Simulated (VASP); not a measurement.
# TiB2 in VASP: notebook

The runs below take TiB2 through single point, with PBE.

Everything below comes from runs of VASP 6.6.1. Logs are shortened: lines on timing, memory, paths and dates and some standing lists are left out, and cuts for length are marked.

### Step 1. The cell of the first run

The cell holds a slab with vacuum, 12 atoms: a = 3.029 Å, b = 3.029 Å, c = 31.299 Å, α = 90.00°, β = 90.00°, γ = 120.00°.

### Step 2. Single point, PBE

The input, INCAR:

```
  PREC = Accurate
  ENCUT = 520
  EDIFF = 1E-7
  ISMEAR = 0
  SIGMA = 0.1
  LREAL = F
  LASPH = T
  NELM = 60
  ALGO = Normal
  ISIF = 2
  LWAVE = F
  LCHARG = F
  LDIPOL = T
  IDIPOL = 3
  DIPOL = 0.5 0.5 0.491
  GGA = PE
  NBANDS = 48
```

The input, KPOINTS:

```
Automatic mesh
0
Gamma
  12 12 1
```

The input, POSCAR:

```
TiB2
1.0
    3.0291982033      0.0000000000      0.0000000000
   -1.5145991016      2.6233625971      0.0000000000
    0.0000000000      0.0000000000     31.2993997502
B Ti
8 4
Direct
    0.3333333333      0.6666666667      0.3194949449
    0.6666666667      0.3333333333      0.3194949449
    0.3333333333      0.6666666667      0.4226406867
    0.6666666667      0.3333333333      0.4226406867
    0.3333333333      0.6666666667      0.5258428588
    0.6666666667      0.3333333333      0.5258428588
    0.3333333333      0.6666666667      0.6293813599
    0.6666666667      0.3333333333      0.6293813599
    0.0000000000      0.0000000000      0.3710678111
    0.0000000000      0.0000000000      0.4742135622
    0.0000000000      0.0000000000      0.5774982224
    0.0000000000      0.0000000000      0.6784407646
```

Potentials or basis: VASP PAW PBE potentials, release 64 (B, Ti_sv).

Run with:

```bash
> cat potpaw_PBE.64/B/POTCAR potpaw_PBE.64/Ti_sv/POTCAR > POTCAR
> mpirun -np 1 vasp_std > vasp.out
```

OUTCAR:

```text
PREC = Accurate
   ENCUT = 520
   EDIFF = 1E-7
   ISMEAR = 0
   LREAL = F
   LASPH = T
   NELM = 60
   ISIF = 2
   GGA = PE

 ion  position               nearest neighbor table
   1  0.333  0.667  0.319-   2 1.75   2 1.75   2 1.75   9 2.38   9 2.38   9 2.38
   2  0.667  0.333  0.319-   1 1.75   1 1.75   1 1.75   9 2.38   9 2.38   9 2.38
   3  0.333  0.667  0.423-   4 1.75   4 1.75   4 1.75  10 2.38  10 2.38  10 2.38   9 2.38   9 2.38
                             9 2.38
   4  0.667  0.333  0.423-   3 1.75   3 1.75   3 1.75  10 2.38  10 2.38  10 2.38   9 2.38   9 2.38
                             9 2.38
   5  0.333  0.667  0.526-   6 1.75   6 1.75   6 1.75  10 2.38  10 2.38  10 2.38  11 2.38  11 2.38
                            11 2.38
   6  0.667  0.333  0.526-   5 1.75   5 1.75   5 1.75  10 2.38  10 2.38  10 2.38  11 2.38  11 2.38
                            11 2.38
   7  0.333  0.667  0.629-   8 1.75   8 1.75   8 1.75  12 2.33  12 2.33  12 2.33  11 2.39  11 2.39
                            11 2.39
   8  0.667  0.333  0.629-   7 1.75   7 1.75   7 1.75  12 2.33  12 2.33  12 2.33  11 2.39  11 2.39
                            11 2.39
   9  0.000  0.000  0.371-   1 2.38   2 2.38   1 2.38   2 2.38   2 2.38   1 2.38   3 2.38   4 2.38
                             4 2.38   3 2.38   4 2.38   3 2.38
  10  0.000  0.000  0.474-   3 2.38   4 2.38   3 2.38   4 2.38   4 2.38   3 2.38   5 2.38   6 2.38
                             6 2.38   5 2.38   6 2.38   5 2.38
  11  0.000  0.000  0.577-   5 2.38   6 2.38   5 2.38   6 2.38   6 2.38   5 2.38   7 2.39   8 2.39
                             8 2.39   7 2.39   8 2.39   7 2.39
  12  0.000  0.000  0.678-   7 2.33   8 2.33   7 2.33   8 2.33   8 2.33   7 2.33

  LATTYP: Found a hexagonal cell.
 ALAT       =     3.0291982033
 C/A-ratio  =    10.3325690990

  Lattice vectors:

 A1 = (   3.0291982033,   0.0000000000,   0.0000000000)
 A2 = (  -1.5145991016,   2.6233625971,   0.0000000000)
 A3 = (   0.0000000000,   0.0000000000,  31.2993997502)

Analysis of symmetry for initial positions (statically):
=====================================================================
 Subroutine PRICEL returns:
 Original cell was already a primitive cell.

 Routine SETGRP: Setting up the symmetry group for a
 hexagonal supercell.

 Subroutine GETGRP returns: Found 12 space group operations
 (whereof 12 operations were pure point group operations)
 out of a pool of 24 trial point group operations.

The static configuration has the point symmetry C_6v.

Analysis of symmetry for dynamics (positions and initial velocities):
=====================================================================
 Subroutine PRICEL returns:
 Original cell was already a primitive cell.

 Routine SETGRP: Setting up the symmetry group for a
 hexagonal supercell.

 Subroutine GETGRP returns: Found 12 space group operations
 (whereof 12 operations were pure point group operations)
 out of a pool of 24 trial point group operations.

The dynamic configuration has the point symmetry C_6v.

 Subroutine INISYM returns: Found 12 space group operations
 (whereof 12 operations are pure point group operations),
 and found     1 'primitive' translations

----------------------------------------------------------------------------------------

                                     Primitive cell

  volume of cell :     248.7265

  direct lattice vectors                    reciprocal lattice vectors
     3.029198203  0.000000000  0.000000000     0.330120360  0.190595078  0.000000000
    -1.514599102  2.623362597  0.000000000     0.000000000  0.381190157  0.000000000
     0.000000000  0.000000000 31.299399750     0.000000000  0.000000000  0.031949494

  length of vectors
     3.029198203  3.029198203 31.299399750     0.381190157  0.381190157  0.031949494

  position of ions in fractional coordinates (direct lattice)
     0.333333333  0.666666667  0.319494945
     0.666666667  0.333333333  0.319494945
     0.333333333  0.666666667  0.422640687
     0.666666667  0.333333333  0.422640687
     0.333333333  0.666666667  0.525842859
     0.666666667  0.333333333  0.525842859
[... 35 lines left out ...]
     0.000000000  0.000000000  0.031949494     0.000000000  0.000000000  1.000000000

  Length of vectors
     0.031765846  0.031765846  0.031949494

  Shift w.r.t. Gamma in fractional coordinates (k-lattice)
     0.000000000  0.000000000  0.000000000

 Subroutine IBZKPT returns following result:
 ===========================================

 Found     19 irreducible k-points:

 Following reciprocal coordinates:
            Coordinates               Weight
  0.000000  0.000000  0.000000      1.000000
  0.083333 -0.000000  0.000000      6.000000
  0.166667  0.000000  0.000000      6.000000
  0.250000  0.000000  0.000000      6.000000
  0.333333  0.000000  0.000000      6.000000
  0.416667  0.000000  0.000000      6.000000
[... 11 lines left out ...]
  0.333333  0.250000  0.000000     12.000000
  0.333333  0.333333  0.000000      2.000000
   k-points           NKPTS =     19   k-points in BZ     NKDIM =     19   number of bands    NBANDS=     48
   number of dos      NEDOS =    301   number of ions     NIONS =     12
   total plane-waves  NPLWV = 138240
   dimension x,y,z NGX =    24 NGY =   24 NGZ =  240
   dimension x,y,z NGXF=    48 NGYF=   48 NGZF=  480
   ions per type =               8   4
   NGX,Y,Z   is equivalent  to a cutoff of  13.17, 13.17, 12.75 a.u.
   NGXF,Y,Z  is equivalent  to a cutoff of  26.34, 26.34, 25.50 a.u.
 SYSTEM =  unknown system
   PREC   = accura    normal or accurate (medium, high low for compatibility)
   ISTART =      0    job   : 0-new  1-cont  2-samecut
   ICHARG =      2    charge: 1-file 2-atom 10-const
   ISPIN  =      1    spin polarized calculation?
   LNONCOLLINEAR =      F non collinear calculations
   LSORBIT =      F    spin-orbit coupling
   LASPH  =      T    aspherical Exc in radial PAW
   ENCUT  =  520.0 eV  38.22 Ry    6.18 a.u.   5.63  5.63 58.20*2*pi/ulx,y,z
   NELM   =     60;   NELMIN=  2; NELMDL= -5     # of ELM steps
   EDIFF  = 0.1E-06   stopping-criterion for ELM
   LREAL  =      F    real-space projection
   EDIFFG = 0.1E-05   stopping-criterion for IOM
   NSW    =      0    number of steps for IOM
   IBRION =     -1    ionic relax: 0-MD 1-quasi-New 2-CG
   NFREE  =      0    steps in history (QN), initial steepest desc. (CG)
   ISIF   =      2    stress and relaxation
   ISYM   =      2    0-nonsym 1-usesym 2-fastsym
   POTIM  = 0.5000    time-step for ionic-motion
   TEBEG  =    0.0;   TEEND  =   0.0 temperature during run
   PSTRESS=    0.0 pullay stress
   NELECT =      72.0000    total number of electrons
   NUPDOWN=      -1.0000    fix difference up-down
   EMIN   =  10.00;   EMAX   =-10.00  energy-range for DOS
   EFERMI =   0.00;   METHOD = LEGACY
   ISMEAR =     0;   SIGMA  =   0.10  broadening in eV -4-tet -1-fermi 0-gaus
   EFERMI_NEDOS =   21; number of points for ismear=-14 and -15
   IALGO  =     38    algorithm
   IMIX   =      4    mixing-type and parameters
     AMIX     =   0.40;   BMIX     =  1.00
     AMIX_MAG =   1.60;   BMIX_MAG =  1.00
  volume/ion in A,a.u.               =      20.73       139.87
  Fermi-wavevector in a.u.,A,eV,Ry     =   1.082958  2.046494 15.956889  1.172798
  Thomas-Fermi vector in A             =   2.219012
   LORBIT       =      0    0 simple, 1 ext, 2 COOP (PROOUT), +10 PAW based schemes
   GGA     = PE    functional components
   LHFCALC =     F    Hartree Fock is set to
   AEXX    =    0.0000 exact exchange contribution
   IVDW    =     0    specifies the selected vdW correction
   LEPSILON=     F    determine dielectric tensor
   LRPA    =     F    only Hartree local field effects (RPA)
 non-spin polarized calculation
 Gauss-broadening in eV      SIGMA  =   0.10
  energy-cutoff  :      520.00
  volume of cell :      248.73
 maximum number of plane-waves:      6745
 NGX is ok and might be reduce to    24
   NGX = 11   NGY = 11   NGZ =117

 dipolmoment           0.000000      0.000000      0.013922 electrons x Angstroem

 number of electron      72.0000003 magnetization

 dipolmoment           0.000000      0.000000     -0.070767 electrons x Angstroem

 Free energy of the ion-electron system (eV)
  ---------------------------------------------------
  ext. energy  EPLUGINS =         0.00000000
  ---------------------------------------------------
  free energy    TOTEN  =       -93.52958561 eV

  energy without entropy =      -93.49664649  energy(sigma->0) =      -93.51311605

 E-fermi :   0.8369     XC(G=0):  -5.9857

 val. band max:        0.8353996016   @ k =   0.1667   0.1667   0.0000
 cond. band min:       0.8423286094   @ k =   0.3333   0.0833   0.0000
 fundamental gap:      0.0069290078
 Fermi energy:         0.8368811374

 k-point     1 :       0.0000    0.0000    0.0000
  band No.  band energies     occupation
      1     -56.1635      2.00000
      2     -55.9551      2.00000
      3     -55.9327      2.00000
      4     -55.7403      2.00000
      5     -32.6701      2.00000
      6     -32.4410      2.00000
[... 958 lines left out ...]
     47       4.7218      0.00000
     48       4.7218      0.00000

------------------------ aborting loop because EDIFF is reached ----------------------------------------

 vacuum level on the upper side and lower side of the slab       (xc-potential included)        -0.806         0.780

  FORCE on cell =-STRESS in cart. coord.  units (eV):
  Direction    XX          YY          ZZ          XY          YZ          ZX
  --------------------------------------------------------------------------------------
  -------------------------------------------------------------------------------------
  Total       -0.9008194     -0.9008194     -1.1655778     -0.0000000     -0.0000000     -0.0000000
  in kB       -5.8026489     -5.8026489     -7.5080961     -0.0000000     -0.0000000     -0.0000000
  external PRESSURE =      -6.3711313 kB  Pullay stress =       0.0000000 kB

 VOLUME and BASIS-vectors are now :
 -----------------------------------------------------------------------------
  energy-cutoff  :      520.00
  volume of cell :      248.73
      direct lattice vectors                 reciprocal lattice vectors
     3.029198203  0.000000000  0.000000000     0.330120360  0.190595078  0.000000000
    -1.514599102  2.623362597  0.000000000     0.000000000  0.381190157  0.000000000
     0.000000000  0.000000000 31.299399750     0.000000000  0.000000000  0.031949494

 POSITION                                       TOTAL-FORCE (eV/Angst)
 -----------------------------------------------------------------------------------
     -0.00000      1.74891     10.00000        -0.000000      0.000000      0.456154
      1.51460      0.87445     10.00000         0.000000     -0.000000      0.456154
     -0.00000      1.74891     13.22840        -0.000000     -0.000000      0.033931
      1.51460      0.87445     13.22840        -0.000000     -0.000000      0.033931
     -0.00000      1.74891     16.45857        -0.000000     -0.000000      0.009140
      1.51460      0.87445     16.45857        -0.000000     -0.000000      0.009140
     -0.00000      1.74891     19.69926        -0.000000      0.000000     -0.005778
      1.51460      0.87445     19.69926         0.000000     -0.000000     -0.005778
      0.00000      0.00000     11.61420         0.000000      0.000000     -1.036262
      0.00000      0.00000     14.84260        -0.000000      0.000000      0.039993
      0.00000      0.00000     18.07535        -0.000000      0.000000     -0.012443
      0.00000      0.00000     21.23479         0.000000     -0.000000      0.021819
 -----------------------------------------------------------------------------------
    total drift:                               -0.000000     -0.000000     -0.000113

  FREE ENERGIE OF THE ION-ELECTRON SYSTEM (eV)
  ---------------------------------------------------
  free  energy   TOTEN  =       -93.5295856094 eV

  energy  without entropy=      -93.4966464892  energy(sigma->0) =      -93.51311605

 vacuum level on the upper side and lower side of the slab         5.464         7.098
```

It took 10 min on 1 thread of Intel Xeon Platinum 8488C (Sapphire Rapids), shared host; peak memory 0.43 GiB.

Results:

* Free energy: -93.5296 eV
* Largest force: 1.036 eV/Å
* Band gap on the k mesh: zero (bands 36 and 37 overlap by 0.50 eV)

Forces in eV/Å, atoms in the order of the input:
```
B    0.000  0.000  0.456
B    0.000  0.000  0.456
B    0.000  0.000  0.034
B    0.000  0.000  0.034
B    0.000  0.000  0.009
B    0.000  0.000  0.009
B    0.000  0.000 -0.006
B    0.000  0.000 -0.006
Ti   0.000  0.000 -1.036
Ti   0.000  0.000  0.040
Ti   0.000  0.000 -0.012
Ti   0.000  0.000  0.022
```

### Step 3. Single point, PBE

Changes to INCAR since step 2:

```diff
@@ -2,3 +2,3 @@
   ENCUT = 520
-  EDIFF = 1E-7
+  EDIFF = 1E-6
   ISMEAR = 0
```

The input, KPOINTS:

```
Automatic mesh
0
Gamma
  21 21 1
```

The input, POSCAR:

```
TiB2
1.0
    3.0291982000      0.0000000000      0.0000000000
   -1.5145991000      2.6233626000      0.0000000000
    0.0000000000      0.0000000000     31.2993997502
B Ti
8 4
Direct
    0.3333333330      0.6666666659      0.3194949449
    0.6666666670      0.3333333330      0.3194949449
    0.3333333330      0.6666666659      0.4226406867
    0.6666666670      0.3333333330      0.4226406867
    0.3333333330      0.6666666659      0.5258428588
    0.6666666670      0.3333333330      0.5258428588
    0.3333333330      0.6666666659      0.6293813599
    0.6666666670      0.3333333330      0.6293813599
    0.0000000000      0.0000000000      0.3710678111
    0.0000000000      0.0000000000      0.4742135622
    0.0000000000      0.0000000000      0.5774982224
    0.0000000000      0.0000000000      0.6784407646
```

Potentials or basis: VASP PAW PBE potentials, release 64 (B, Ti_sv).

Run with:

```bash
> cat potpaw_PBE.64/B/POTCAR potpaw_PBE.64/Ti_sv/POTCAR > POTCAR
> mpirun -np 1 vasp_std > vasp.out
```

Run time: 22 min. Hardware: 1 thread of Intel Xeon Platinum 8488C (Sapphire Rapids), shared host; peak memory 0.62 GiB.

Results (log left out):

- Free energy: -93.5370 eV
- Largest force: 1.096 eV/Å
- Band gap on the k mesh: zero (bands 36 and 37 overlap by 0.57 eV)

Forces on the atoms (eV/Å):
```
B    0.000  0.000  0.479
B    0.000  0.000  0.479
B    0.000  0.000  0.045
B    0.000  0.000  0.045
B    0.000  0.000  0.009
B    0.000  0.000  0.009
B    0.000  0.000 -0.008
B    0.000  0.000 -0.008
Ti   0.000  0.000 -1.096
Ti   0.000  0.000  0.038
Ti   0.000  0.000 -0.017
Ti   0.000  0.000  0.027
```

Levels at points of the mesh, in eV from the Fermi level:
```csv
k point,band 34,band 35,band 36,band 37,band 38,band 39
"(0.00, 0.00, 0.00)",0.14,0.14,0.16,0.16,0.68,0.68
```
